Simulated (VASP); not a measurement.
Input of a VASP 6.6.1 run:

INCAR

```
PREC     = Accurate       # precision mode
ENCUT    = 600            # plane-wave cutoff, eV
EDIFF    = 1E-7           # SCF threshold, eV
ISMEAR   = 0              # smearing method
SIGMA    = 0.1            # smearing width, eV
LREAL    = F              # projectors in reciprocal space
LASPH    = T              # aspherical terms in the spheres
NELM     = 60             # most SCF steps
ALGO     = Normal         # electronic algorithm
ISIF     = 3              # what is computed and relaxed
LWAVE    = F              # write WAVECAR
LCHARG   = F              # write CHGCAR
GGA      = PE             # functional
IBRION   = 2              # ionic algorithm
NSW      = 100            # ionic steps
EDIFFG   = -0.01          # ionic threshold
```

KPOINTS

```
Automatic mesh
0
Gamma
  10 10 10
```

File POSCAR:

```
Ga2O3
1.0
    3.8208387722      0.0000000000      0.0000000000
    0.0000000000      3.8208387722      0.0000000000
    0.0000000000      0.0000000000      3.8208387722
Ga O
2 3
Direct
    0.5000000000      0.5000000000      0.5000000000
    0.0000000000      0.0000000000      0.0000000000
    0.5000000000      0.0000000000      0.0000000000
    0.0000000000      0.5000000000      0.0000000000
    0.0000000000      0.0000000000      0.5000000000
```

Potentials or basis: VASP PAW PBE potentials, release 64 (Ga_d, O).

Command:

```console
$ cat potpaw_PBE.64/Ga_d/POTCAR potpaw_PBE.64/O/POTCAR > POTCAR
$ mpirun -np 1 vasp_std > vasp.out
```

**Question.** Estimate the relaxed cell.

**Answer.** a = 3.829 Å, b = 3.829 Å, c = 3.829 Å, α = 90.00°, β = 90.00°, γ = 90.00°.

**Question.** Estimate the space group after relaxing (to 0.05 Å).

**Answer.** Pm-3m (No. 221).

**Question.** Predict the relaxed volume.

**Answer.** 11.23 Å³/atom.

Step by step:
| step | energy change (eV) | largest force (eV/Å) | pressure (GPa) | volume (Å³) |
| --- | --- | --- | --- | --- |
| 1 | 0.0000 | 0.0000 | 0.94 | 55.78 |
| 2 | -0.0009 | 0.0000 | -0.40 | 56.31 |
| 3 | -0.0011 | 0.0000 | 0.01 | 56.15 |
